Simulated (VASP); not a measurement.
**Mg: relaxation of cell and atoms with PBE**

Crystal: Mg.

```
CELL_PARAMETERS angstrom
3.03544 0.00000 0.00000
0.00000 3.03544 0.00000
0.00000 0.00000 3.03544
ATOMIC_POSITIONS crystal
Mg 0.00000 0.00000 0.00000
```

This isn't the form of Mg at room conditions, which is hcp.

```json
{
  "Program": "VASP 6.6.1",
  "Task": "relaxation of cell and atoms",
  "Functional": "PBE",
  "Potentials or basis": "VASP PAW PBE potentials, release 64 (Mg)",
  "Cutoff": "600 eV",
  "k mesh": "18 × 18 × 18",
  "Occupations": "gaussian, width 0.1 eV",
  "Spin": "no spin polarisation",
  "Dipole correction": "no",
  "Further INCAR settings": "ALGO = Normal; EDIFF = 1e-07; IBRION = 2; EDIFFG = -0.01; NSW = 100; ISIF = 3"
}
```

```json
{
  "Relaxed volume": "27.49 Å³/atom",
  "Relaxed cell": "a = 3.018 Å, b = 3.018 Å, c = 3.018 Å, α = 90.00°, β = 90.00°, γ = 90.00°",
  "Space group after relaxing (to 0.1 Å)": "Pm-3m (No. 221)",
  "Energy gained by relaxing": "0.6 meV/atom",
  "Ionic steps": "3",
  "Pressure after relaxing": "0.0 GPa",
  "Band gap on the k mesh": "zero (bands 1 and 2 overlap by 6.44 eV)"
}
```

The path:
```tsv
step	energy change (eV)	largest force (eV/Å)	pressure (GPa)	volume (Å³)
1	0.0000	0.0000	-0.39	27.97
2	-0.0005	0.0000	-0.17	27.70
3	-0.0006	0.0000	-0.01	27.49
```

Final structure:
```xyz
1
Lattice="3.0181 0.0000 0.0000 0.0000 3.0181 0.0000 0.0000 0.0000 3.0181" Properties=species:S:1:pos:R:3 pbc="T T T"
Mg    0.0000    0.0000    0.0000
```

Levels at points of the mesh, in eV from the Fermi level:
```
           k point  band 1  band 2  band 3  band 4
(0.00, 0.00, 0.00)   -6.18    8.12    8.12    9.49
(0.50, 0.00, 0.00)   -2.34   -1.92   10.53   12.85
(0.50, 0.50, 0.00)    1.32    1.32    2.04    2.70
(0.50, 0.50, 0.50)    4.52    4.52    4.52    5.71
```

Run time: 96 s on 1 thread of Intel Xeon 8259CL (shared host), peak memory 0.15 GiB.
